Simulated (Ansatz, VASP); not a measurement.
# SnO2: VASP beside Ansatz

INCAR

```
PREC = Accurate
ENCUT = 520
EDIFF = 1E-6
ISMEAR = 0
SIGMA = 0.05
LREAL = F
LASPH = T
NELM = 100
ALGO = Normal
ISIF = 2
LWAVE = F
LCHARG = T
GGA = PS
LELF = T
LVHAR = T
NBANDS = 20
```

Contents of KPOINTS:

```
Automatic mesh
0
Gamma
  12 12 12
```

The input POSCAR:

```
SnO2
1.0
    1.6334330255      0.9430629970      4.4873826809
   -1.6334330255      0.9430629970      4.4873826809
    0.0000000000     -1.8861259940      4.4873826809
Sn O
1 2
Direct
    0.5000000000      0.5000000000      0.5000000000
    0.2287404228      0.2287404228      0.2287404228
    0.7712595772      0.7712595772      0.7712595772
```

Input for Ansatz:

```yaml
crystal:
  lattice:
    - [1.6334330255, 0.943062997, 4.4873826809]
    - [-1.6334330255, 0.943062997, 4.4873826809]
    - [0.0, -1.886125994, 4.4873826809]
  atoms:
    - { symbol: Sn, position: [0.5, 0.5, 0.5] }
    - { symbol: O, position: [0.2287404228, 0.2287404228, 0.2287404228] }
    - { symbol: O, position: [0.7712595772, 0.7712595772, 0.7712595772] }
basis:
  ecutwfc: 520.0
kpoints:
  mp_grid: { grid: [12, 12, 12] }
hamiltonian:
  xc: pbesol
  pseudopotentials: { kind: paw, azcp: { folder: soft_1 } }
scf:
  occupations: { method: gaussian, width: 0.05 }
output:
  forces: true
  stress: true
  eigenvalues: true
```

Alike in both runs: task single point; functional PBEsol; k mesh 12 × 12 × 12; occupations gaussian, width 0.05 eV; no spin polarisation.

|  | VASP | Ansatz |
| --- | --- | --- |
| version | VASP 6.6.1 | Ansatz 0.2.0 |
| potentials or method | VASP PAW PBE potentials, release 64 (Sn_d, O), cutoff 520 eV | scalar-relativistic, plane waves, PAW |
| valence electrons in the cell | 26 | 26 |

Ansatz gave:

| Item | Value |
| --- | --- |
| gap on the k mesh at the Fermi level (eV) | 1.83 |
| least direct gap on the mesh (eV) | 2.35 |
| pressure (GPa) | 7.0 |
| traceless stress, the component that is largest in VASP (GPa) | 3.09 |
| rms of the force components (eV/Å) | 0.861 |

Which values does VASP return?

gap on the k mesh at the Fermi level (eV): 1.82; least direct gap on the mesh (eV): 2.35; pressure (GPa): 7.8; traceless stress, the component that is largest in VASP (GPa): 2.45; rms of the force components (eV/Å): 0.890.

VASP's potentials were made for PBE, not for PBEsol, and Ansatz warns of the same on its side. Atom by atom the forces differ by 0.029 eV/Å (rms over components).
